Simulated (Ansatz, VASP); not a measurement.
# Two plane-wave programs on LiY3

INCAR

```
ALGO = Normal ; EDIFF = 1E-6
ENCUT = 520 ; GGA = PE
ISIF = 2 ; ISMEAR = -1
LASPH = T ; LCHARG = F
LREAL = F ; LWAVE = F
NBANDS = 26 ; NELM = 80
PREC = Accurate ; SIGMA = 0.05
```

Contents of KPOINTS:

```
k-points
0
Gamma
  3 3 3
```

File POSCAR:

```
LiY3
1.0
    4.9197100000      0.0000000000      0.0000000000
    0.0000000000      4.9197100000      0.0000000000
    0.0000000000      0.0000000000      4.9197100000
Li Y
1 3
Direct
    0.0441200000      0.9808300000      0.9994900000
    0.4810463201      0.5238000000      0.9626300000
    0.4699700000      0.9966800000      0.5034800000
    0.9885600000      0.5416300000      0.4928600000
```

Input for Ansatz:

```yaml
crystal:
  lattice:
    - [4.91971, 0.0, 0.0]
    - [0.0, 4.91971, 0.0]
    - [0.0, 0.0, 4.91971]
  atoms:
    - { symbol: Li, position: [0.04412, 0.98083, 0.99949] }
    - { symbol: "Y", position: [0.48104632006764625, 0.5238, 0.96263] }
    - { symbol: "Y", position: [0.46997, 0.99668, 0.50348] }
    - { symbol: "Y", position: [0.98856, 0.54163, 0.49286] }
basis:
  ecutwfc: 540.0
  xc_grid: 2
kpoints:
  mp_grid:
    grid: [3, 3, 3]
scf:
  convergence:
    dr2_threshold: 1.0e-09
  occupations:
    method: fermi_dirac
    width: 0.05
output:
  forces: true
  stress: true
```

Alike in both runs: task single point; functional PBE; k mesh 3 × 3 × 3; occupations fermi-dirac, width 0.05 eV; no spin polarisation.

```csv
,VASP,Ansatz
version,VASP 6.6.1,Ansatz 0.2.0
potentials or method,"VASP PAW PBE potentials, release 64 (Li_sv, Y_sv), cutoff 520 eV","plane waves, PAW"
valence electrons in the cell,36,36
```

|  | VASP | Ansatz | Ansatz less VASP |
| --- | --- | --- | --- |
| rms of the force components (eV/Å) | 0.506 | 0.508 | +0.0023 |

Atom by atom the forces differ by 0.003 eV/Å (rms over components). Ansatz's warnings: stress scf threshold loose.

The k mesh is coarse, so the values compare programs but aren't converged. Noted on VASP's run: the cutoff is under 1.25 times that of the potentials, so the pressure is a little rough.
